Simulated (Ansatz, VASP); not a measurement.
# Cs in VASP and in Ansatz

```
Cs
1.0
     9.29724    0.00000    0.00000
    -4.64862    8.05165    0.00000
     0.00000    0.00000   28.96579
Cs
3
Direct
  0.33333 0.66667 0.29860
  0.66667 0.33333 0.25378
  0.00000 0.00000 0.27619
```

Alike in both runs: functional PBE; k mesh 3 × 3 × 1; occupations gaussian, width 0.1 eV; no spin polarisation.

Ansatz relaxed the structure, and its values are those at the end. VASP's run is a single point on that final structure, the one shown.

```csv
,VASP,Ansatz
version,VASP 6.6.1,Ansatz 0.2.0
potentials or method,"VASP PAW PBE potentials, release 64 (Cs_sv), cutoff 520 eV","scalar-relativistic, plane waves, PAW"
valence electrons in the cell,27,27
```

|  | VASP | Ansatz | Ansatz less VASP |
| --- | --- | --- | --- |
| gap on the k mesh at the Fermi level (eV) | none | none | - |
| rms of the force components (eV/Å) | 0.010 | 0.010 | 0.0000 |

A gap of «none» marks a metal or a gap that the smearing closes. The functional is the same, so the differences come from potentials, cutoffs and numerics. Ansatz's warnings: slab cell height set.

Neither program's run includes spin-orbit coupling.
